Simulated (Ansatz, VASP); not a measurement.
AgCl in VASP and in Ansatz

The input INCAR:

```
SYSTEM = AgCl
  PREC = Accurate
  ENCUT = 520
  EDIFF = 1E-7
  ISMEAR = 0
  SIGMA = 0.03
  LREAL = .False.
  LASPH = .True.
  NELM = 60
  ALGO = Normal
  ISIF = 2
  LWAVE = .False.
  LCHARG = .False.
  NBANDS = 26
```

The input KPOINTS:

```
regular mesh
0
Gamma
  10 10 10
  0 0 0
```

Contents of POSCAR:

```
AgCl
1.0
    1.8709097030     -5.5565952358      0.0000000000
    1.8709097030      5.5565952358      0.0000000000
    0.0000000000      0.0000000000      3.9240373500
Ag Cl
2 2
Direct
    0.3965554000      0.6034446000      0.7500000000
    0.6034446000      0.3965554000      0.2500000000
    0.8654487300      0.1345512700      0.2500000000
    0.1345512700      0.8654487300      0.7500000000
```

Input for Ansatz:

```yaml
crystal:
  lattice:
    - [1.870909703, -5.5565952358, 0.0]
    - [1.870909703, 5.5565952358, 0.0]
    - [0.0, 0.0, 3.92403735]
  atoms:
    - { symbol: Ag, position: [0.3965554, 0.6034446, 0.75] }
    - { symbol: Ag, position: [0.6034446, 0.3965554, 0.25] }
    - { symbol: Cl, position: [0.86544873, 0.13455127, 0.25] }
    - { symbol: Cl, position: [0.13455127, 0.86544873, 0.75] }
basis:
  ecutwfc: 420
kpoints:
  mp_grid: { grid: [10, 10, 10] }
hamiltonian:
  xc: lda
scf:
  occupations: { method: gaussian, width: 0.03 }
output:
  forces: true
  stress: true
  eigenvalues: true
```

Alike in both runs: task single point; functional LDA; k mesh 10 × 10 × 10; occupations gaussian, width 0.03 eV; no spin polarisation.

|  | VASP | Ansatz |
| --- | --- | --- |
| version | VASP 6.6.1 | Ansatz 0.2.0 |
| potentials or method | VASP PAW LDA potentials, release 64 (Ag, Cl), cutoff 520 eV | scalar-relativistic, plane waves, PAW |
| valence electrons in the cell | 36 | 52 |

```tsv
	VASP	Ansatz	Ansatz less VASP
gap on the k mesh at the Fermi level (eV)	0.23	0.20	-0.028
least direct gap on the mesh (eV)	1.74	1.71	-0.032
pressure (GPa)	-6.0	-6.0	+0.01
traceless stress, the component that is largest in VASP (GPa)	0.95	0.96	+0.010
rms of the force components (eV/Å)	0.019	0.018	-0.0001
```

LDA's correlation is that of Perdew and Zunger in VASP and of Perdew and Wang (1992) in Ansatz. Atom by atom the forces differ by 0.002 eV/Å (rms over components). VASP's potentials hold 36 valence electrons a cell and Ansatz's 52, so a difference there can come from the potentials and not from the codes.
